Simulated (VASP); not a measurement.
CoO, 2 atoms in the cell. The typed cell holds 2 atoms: a = 2.856 Å, b = 2.856 Å, c = 2.788 Å, α = 90.00°, β = 90.00°, γ = 120.00°.  This cell differs from its parent crystal: atoms moved at random.

* Program: VASP 6.6.1
* Task: single point
* Functional: PBE
* Potentials or basis: VASP PAW PBE potentials, release 64 (Co, O)
* Cutoff: 520 eV
* k mesh: 11 × 11 × 10
* Occupations: fermi-dirac, width 0.05 eV
* Spin: collinear spin, ferromagnetic start
* Starting moments: [2.0, 0.0] μB
* Dipole correction: no
* Further INCAR settings: ALGO = Normal; EDIFF = 1e-06; NBANDS = 18

Potentials or basis: VASP PAW PBE potentials, release 64 (Co, O).

The run is started by

```sh
$ cat potpaw_PBE.64/Co/POTCAR potpaw_PBE.64/O/POTCAR > POTCAR
$ mpirun -np 1 vasp_std > vasp.out
```

Hardware: 1 thread of Intel(R) Xeon(R) 6975P-C (Granite Rapids), on a shared host.

**Question.** Estimate the wall time of this run.

**Answer.** Wall time 2.8 min on 1 thread of Intel(R) Xeon(R) 6975P-C (Granite Rapids) (shared host), peak memory 0.42 GiB. Counts: scf iterations 17, k points 606.
